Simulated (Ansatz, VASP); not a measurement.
**Two plane-wave programs on Ge2Sb2Te5**

```xyz
9
Lattice="4.2941 0.0000 0.0000 -2.1470 3.7188 0.0000 0.0000 0.0000 17.1013" Properties=species:S:1:pos:R:3 pbc="T T T"
Te    2.1470    1.2396    7.1807
Te    0.0000    2.4792    9.9206
Te    0.0000    2.4792    3.4466
Te    2.1470    1.2396   13.6547
Te    0.0000    0.0000    0.0000
Sb    0.0000    0.0000    5.4736
Sb    0.0000    0.0000   11.6278
Ge    2.1470    1.2396    1.7596
Ge    0.0000    2.4792   15.3417
```

Alike in both runs: functional LDA; k mesh 7 × 7 × 2; occupations fermi-dirac, width 0.05 eV; no spin polarisation.

|  | VASP | Ansatz |
| --- | --- | --- |
| version | VASP 6.6.1 | Ansatz 0.2.0 |
| potentials or method | VASP PAW LDA potentials, release 64 (Te, Sb, Ge_d) | Ansatz PAW |
| plane-wave cutoff (eV) | 520 | 420 |
| valence electrons in the cell | 68 | 138 |
| task | single point | band structure |

|  | VASP | Ansatz | Ansatz less VASP |
| --- | --- | --- | --- |
| gap on the k mesh at the Fermi level (eV) | 0.28 | 0.29 | +0.011 |
| least direct gap on the mesh (eV) | 0.28 | 0.29 | +0.011 |
| pressure (GPa) | -3.4 | -3.3 | +0.07 |
| traceless stress, the component that is largest in VASP (GPa) | -0.06 | -0.07 | -0.011 |
| rms of the force components (eV/Å) | 0.052 | 0.061 | +0.0084 |

LDA's correlation is that of Perdew and Zunger in VASP and of Perdew and Wang (1992) in Ansatz. Atom by atom the forces differ by 0.013 eV/Å (rms over components). VASP's potentials hold 68 valence electrons a cell and Ansatz's 138, so a difference there can come from the potentials and not from the codes.

Neither program's run includes spin-orbit coupling.
